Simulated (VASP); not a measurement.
# BiH2 (Pnnm) in VASP: a series of runs

BiH2 is run at these levels: PBE; tasks: single point, relaxation of cell and atoms.

All numbers are computed with VASP 6.6.1; they aren't measurements. Logs are shortened: lines on timing, memory, paths and dates and some standing lists are left out, and cuts for length are marked.

**1. The cell of the first run**

Symmetry: Pnnm, No. 58, orthorhombic system. The conventional cell has a = 4.384 Å, b = 5.350 Å, c = 3.340 Å, α = 90.00°, β = 90.00°, γ = 90.00°. Bi (site symmetry 2/m) has 6 H at 2.21 to 2.22 Å within 2.9 Å. H (site symmetry m) has 10 H at 2.18 to 3.18 Å and 3 Bi at 2.21 to 2.22 Å within 3.2 Å.

**2. Single point, PBE**

Contents of INCAR:

```
SYSTEM = BiH2
  ALGO = Normal
  EDIFF = 1E-6
  ENCUT = 520
  GGA = PE
  ISIF = 2
  ISMEAR = 0
  LASPH = .True.
  LCHARG = .False.
  LREAL = .False.
  LWAVE = .False.
  NBANDS = 26
  NELM = 100
  PREC = Accurate
  SIGMA = 0.1
```

Contents of KPOINTS:

```
k-points
0
Gamma
  4 4 6
  0 0 0
```

Contents of POSCAR:

```
BiH2
1.0
    4.3836193402      0.0000000000      0.0000000000
    0.0000000000      5.3501735753      0.0000000000
    0.0000000000      0.0000000000      3.3399380222
Bi H
2 4
Direct
    0.0000000000      0.0000000000      0.0000000000
    0.5000000000      0.5000000000      0.5000000000
    0.2004000000      0.3787000000      0.0000000000
    0.7996000000      0.6213000000      0.0000000000
    0.7004000000      0.1213000000      0.5000000000
    0.2996000000      0.8787000000      0.5000000000
```

Potentials or basis: VASP PAW PBE potentials, release 64 (Bi_d, H).

Started as:

```console
$ cat potpaw_PBE.64/Bi_d/POTCAR potpaw_PBE.64/H/POTCAR > POTCAR
$ mpirun -np 1 vasp_std > vasp.out
```

OUTCAR:

```text
SYSTEM = BiH2
   EDIFF = 1E-6
   ENCUT = 520
   GGA = PE
   ISIF = 2
   ISMEAR = 0
   LASPH = .True.
   LREAL = .False.
   NELM = 100
   PREC = Accurate

 ion  position               nearest neighbor table
   1  0.000  0.000  0.000-   3 2.21   4 2.21   5 2.22   6 2.22   5 2.22   6 2.22   2 3.84   2 3.84
                             2 3.84   2 3.84   2 3.84   2 3.84   2 3.84   2 3.84
   2  0.500  0.500  0.500-   5 2.21   6 2.21   3 2.22   4 2.22   3 2.22   4 2.22   1 3.84   1 3.84
                             1 3.84   1 3.84   1 3.84   1 3.84   1 3.84   1 3.84
   3  0.200  0.379  0.000-   1 2.21   2 2.22   2 2.22
   4  0.800  0.621  0.000-   1 2.21   2 2.22   2 2.22
   5  0.700  0.121  0.500-   2 2.21   1 2.22   1 2.22
   6  0.300  0.879  0.500-   2 2.21   1 2.22   1 2.22

  LATTYP: Found a simple orthorhombic cell.
 ALAT       =     3.3399380222
 B/A-ratio  =     1.3124852351
 C/A-ratio  =     1.6018781007

  Lattice vectors:

 A1 = (   0.0000000000,   0.0000000000,   3.3399380222)
 A2 = (   4.3836193402,   0.0000000000,   0.0000000000)
 A3 = (   0.0000000000,   5.3501735753,   0.0000000000)

Analysis of symmetry for initial positions (statically):
=====================================================================
 Subroutine PRICEL returns:
 Original cell was already a primitive cell.

 Routine SETGRP: Setting up the symmetry group for a
 simple orthorhombic supercell.

 Subroutine GETGRP returns: Found  8 space group operations
 (whereof  4 operations were pure point group operations)
 out of a pool of  8 trial point group operations.

The static configuration has the point symmetry C_2h.
 The point group associated with its full space group is D_2h.

Analysis of symmetry for dynamics (positions and initial velocities):
=====================================================================
 Subroutine PRICEL returns:
 Original cell was already a primitive cell.

 Routine SETGRP: Setting up the symmetry group for a
 simple orthorhombic supercell.

 Subroutine GETGRP returns: Found  8 space group operations
 (whereof  4 operations were pure point group operations)
 out of a pool of  8 trial point group operations.

The dynamic configuration has the point symmetry C_2h.
 The point group associated with its full space group is D_2h.

 Subroutine INISYM returns: Found  8 space group operations
 (whereof  4 operations are pure point group operations),
 and found     1 'primitive' translations

----------------------------------------------------------------------------------------

                                     Primitive cell

  volume of cell :      78.3320

  direct lattice vectors                    reciprocal lattice vectors
     4.383619340  0.000000000  0.000000000     0.228121997  0.000000000  0.000000000
     0.000000000  5.350173575  0.000000000     0.000000000  0.186909824  0.000000000
     0.000000000  0.000000000  3.339938022     0.000000000  0.000000000  0.299406753

  length of vectors
     4.383619340  5.350173575  3.339938022     0.228121997  0.186909824  0.299406753

  position of ions in fractional coordinates (direct lattice)
     0.000000000  0.000000000  0.000000000
     0.500000000  0.500000000  0.500000000
     0.200400000  0.378700000  0.000000000
     0.799600000  0.621300000  0.000000000
     0.700400000  0.121300000  0.500000000
     0.299600000  0.878700000  0.500000000

  ion indices of the primitive-cell ions
   primitive index   ion index
                 1           1
                 2           2
                 3           3
                 4           4
                 5           5
                 6           6

----------------------------------------------------------------------------------------

 KPOINTS: k-points

Automatic generation of k-mesh.
 Grid dimensions read from file:
 generate k-points for:    4    4    6

 Generating k-lattice:

  Cartesian coordinates                     Fractional coordinates (reciprocal lattice)
     0.057030499  0.000000000  0.000000000     0.250000000  0.000000000  0.000000000
     0.000000000  0.046727456  0.000000000     0.000000000  0.250000000  0.000000000
     0.000000000  0.000000000  0.049901126     0.000000000  0.000000000  0.166666667

  Length of vectors
     0.057030499  0.046727456  0.049901126

  Shift w.r.t. Gamma in fractional coordinates (k-lattice)
     0.000000000  0.000000000  0.000000000

 Subroutine IBZKPT returns following result:
 ===========================================

 Found     36 irreducible k-points:

 Following reciprocal coordinates:
            Coordinates               Weight
  0.000000  0.000000  0.000000      1.000000
  0.250000  0.000000  0.000000      2.000000
  0.500000  0.000000  0.000000      1.000000
  0.000000  0.250000  0.000000      2.000000
  0.250000  0.250000  0.000000      4.000000
  0.500000  0.250000  0.000000      2.000000
[... 16 lines left out ...]
  0.250000  0.250000  0.333333      8.000000
  0.500000  0.250000  0.333333      4.000000
 [... further k-points ...]
   k-points           NKPTS =     36   k-points in BZ     NKDIM =     36   number of bands    NBANDS=     26
   number of dos      NEDOS =    301   number of ions     NIONS =      6
   total plane-waves  NPLWV =  40320
   dimension x,y,z NGX =    36 NGY =   40 NGZ =   28
   dimension x,y,z NGXF=    72 NGYF=   80 NGZF=   56
   ions per type =               2   4
   NGX,Y,Z   is equivalent  to a cutoff of  13.65, 12.43, 13.94 a.u.
   NGXF,Y,Z  is equivalent  to a cutoff of  27.31, 24.86, 27.87 a.u.
 SYSTEM =  BiH2
   PREC   = accura    normal or accurate (medium, high low for compatibility)
   ISTART =      0    job   : 0-new  1-cont  2-samecut
   ICHARG =      2    charge: 1-file 2-atom 10-const
   ISPIN  =      1    spin polarized calculation?
   LNONCOLLINEAR =      F non collinear calculations
   LSORBIT =      F    spin-orbit coupling
   LASPH  =      T    aspherical Exc in radial PAW
   ENCUT  =  520.0 eV  38.22 Ry    6.18 a.u.   8.15  9.95  6.21*2*pi/ulx,y,z
   NELM   =    100;   NELMIN=  2; NELMDL= -5     # of ELM steps
   EDIFF  = 0.1E-05   stopping-criterion for ELM
   LREAL  =      F    real-space projection
   EDIFFG = 0.1E-04   stopping-criterion for IOM
   NSW    =      0    number of steps for IOM
   IBRION =     -1    ionic relax: 0-MD 1-quasi-New 2-CG
   NFREE  =      0    steps in history (QN), initial steepest desc. (CG)
   ISIF   =      2    stress and relaxation
   ISYM   =      2    0-nonsym 1-usesym 2-fastsym
   POTIM  = 0.5000    time-step for ionic-motion
   TEBEG  =    0.0;   TEEND  =   0.0 temperature during run
   PSTRESS=    0.0 pullay stress
   NELECT =      34.0000    total number of electrons
   NUPDOWN=      -1.0000    fix difference up-down
   EMIN   =  10.00;   EMAX   =-10.00  energy-range for DOS
   EFERMI =   0.00;   METHOD = LEGACY
   ISMEAR =     0;   SIGMA  =   0.10  broadening in eV -4-tet -1-fermi 0-gaus
   EFERMI_NEDOS =   21; number of points for ismear=-14 and -15
   IALGO  =     38    algorithm
   IMIX   =      4    mixing-type and parameters
     AMIX     =   0.40;   BMIX     =  1.00
     AMIX_MAG =   1.60;   BMIX_MAG =  1.00
  volume/ion in A,a.u.               =      13.06        88.10
  Fermi-wavevector in a.u.,A,eV,Ry     =   1.239524  2.342360 20.904243  1.536419
  Thomas-Fermi vector in A             =   2.374003
   LORBIT       =      0    0 simple, 1 ext, 2 COOP (PROOUT), +10 PAW based schemes
   GGA     = PE    functional components
   LHFCALC =     F    Hartree Fock is set to
   AEXX    =    0.0000 exact exchange contribution
   IVDW    =     0    specifies the selected vdW correction
   LEPSILON=     F    determine dielectric tensor
   LRPA    =     F    only Hartree local field effects (RPA)
 non-spin polarized calculation
 Gauss-broadening in eV      SIGMA  =   0.10
  energy-cutoff  :      520.00
  volume of cell :       78.33
 maximum number of plane-waves:      2144
 NGX is ok and might be reduce to    36
   NGX = 17   NGY = 19   NGZ = 13

 number of electron      34.0000013 magnetization

 Free energy of the ion-electron system (eV)
  ---------------------------------------------------
  ext. energy  EPLUGINS =         0.00000000
  ---------------------------------------------------
  free energy    TOTEN  =       -17.12604767 eV

  energy without entropy =      -17.11008193  energy(sigma->0) =      -17.11806480

 E-fermi :   6.7984     XC(G=0): -10.0079

 val. band max:        6.7874353615   @ k =   0.2500   0.2500   0.3333
 cond. band min:       6.8326164293   @ k =   0.0000   0.2500   0.5000
 fundamental gap:      0.0451810678
 Fermi energy:         6.7983530440

 k-point     1 :       0.0000    0.0000    0.0000
  band No.  band energies     occupation
      1     -16.7393      2.00000
      2     -16.7048      2.00000
      3     -16.5910      2.00000
      4     -16.5541      2.00000
      5     -16.5530      2.00000
      6     -16.5376      2.00000
[... 18 lines left out ...]
     25      14.7637      0.00000
     26      16.6752      0.00000

 k-point     2 :       0.2500    0.0000    0.0000
  band No.  band energies     occupation
      1     -16.7330      2.00000
      2     -16.7084      2.00000
      3     -16.5758      2.00000
      4     -16.5463      2.00000
      5     -16.5417      2.00000
      6     -16.5350      2.00000
[... 18 lines left out ...]
     25      15.5741      0.00000
     26      17.4100      0.00000

 k-point     3 :       0.5000    0.0000    0.0000
  band No.  band energies     occupation
      1     -16.7192      2.00000
      2     -16.7192      2.00000
      3     -16.5371      2.00000
      4     -16.5371      2.00000
      5     -16.5328      2.00000
      6     -16.5328      2.00000
[... 572 lines left out ...]
 k-point    23 :       0.2500    0.2500    0.3333
  band No.  band energies     occupation
      1     -16.6292      2.00000
      2     -16.6127      2.00000
      3     -16.5920      2.00000
      4     -16.5755      2.00000
      5     -16.5420      2.00000
      6     -16.5338      2.00000
[... 18 lines left out ...]
     25      15.3701      0.00000
     26      16.0048      0.00000

 k-point    24 :       0.5000    0.2500    0.3333
  band No.  band energies     occupation
      1     -16.6251      2.00000
      2     -16.6251      2.00000
      3     -16.5870      2.00000
      4     -16.5870      2.00000
      5     -16.5317      2.00000
      6     -16.5317      2.00000
[... 18 lines left out ...]
     25      17.1408      0.00000
     26      17.1408      0.00000

 [... further k-points ...]

------------------------ aborting loop because EDIFF is reached ----------------------------------------

  FORCE on cell =-STRESS in cart. coord.  units (eV):
  Direction    XX          YY          ZZ          XY          YZ          ZX
  --------------------------------------------------------------------------------------
  -------------------------------------------------------------------------------------
  Total        2.4731265      1.6335561      6.0005796      0.0000000      0.0000000      0.0000000
  in kB       50.5845389     33.4122344    122.7339382      0.0000000      0.0000000      0.0000000
  external PRESSURE =      68.9102372 kB  Pullay stress =       0.0000000 kB

 VOLUME and BASIS-vectors are now :
 -----------------------------------------------------------------------------
  energy-cutoff  :      520.00
  volume of cell :       78.33
      direct lattice vectors                 reciprocal lattice vectors
     4.383619340  0.000000000  0.000000000     0.228121997  0.000000000  0.000000000
     0.000000000  5.350173575  0.000000000     0.000000000  0.186909824  0.000000000
     0.000000000  0.000000000  3.339938022     0.000000000  0.000000000  0.299406753

 POSITION                                       TOTAL-FORCE (eV/Angst)
 -----------------------------------------------------------------------------------
      0.00000      0.00000      0.00000         0.000000      0.000000      0.000000
      2.19181      2.67509      1.66997         0.000000      0.000000      0.000000
      0.87848      2.02611      0.00000        -0.100711     -0.228100      0.000000
      3.50514      3.32406      0.00000         0.100711      0.228100     -0.000000
      3.07029      0.64898      1.66997        -0.100711      0.228100      0.000000
      1.31333      4.70120      1.66997         0.100711     -0.228100      0.000000
 -----------------------------------------------------------------------------------
    total drift:                                0.000000      0.000000      0.000000

  FREE ENERGIE OF THE ION-ELECTRON SYSTEM (eV)
  ---------------------------------------------------
  free  energy   TOTEN  =       -17.1260476726 eV

  energy  without entropy=      -17.1100819318  energy(sigma->0) =      -17.11806480
```

Run time: 63 s. Hardware: 1 thread of Oxide Virtual Turin-like, shared host; peak memory 0.19 GiB.

Results:

| Property | Result |
| --- | --- |
| Free energy | -17.1260 eV |
| Pressure | 6.9 GPa |
| Largest force | 0.249 eV/Å |
| Band gap on the k mesh | zero (bands 17 and 18 overlap by 4.71 eV) |

Forces in eV/Å, atoms in the order of the input:
```
Bi   0.000  0.000  0.000
Bi   0.000  0.000  0.000
H   -0.101 -0.228  0.000
H    0.101  0.228  0.000
H   -0.101  0.228  0.000
H    0.101 -0.228  0.000
```

Stress tensor (GPa, compression positive):
```
 5.06  0.00  0.00
 0.00  3.34  0.00
 0.00  0.00 12.27
```

Caveat: the stress differs along the axes, from 3 to 12 GPa; spin-orbit coupling is left out, which moves the levels of the heavy elements.

[end of part 1 of 2]

The gap in the log of VASP goes by the Fermi energy; the results here count the filled bands.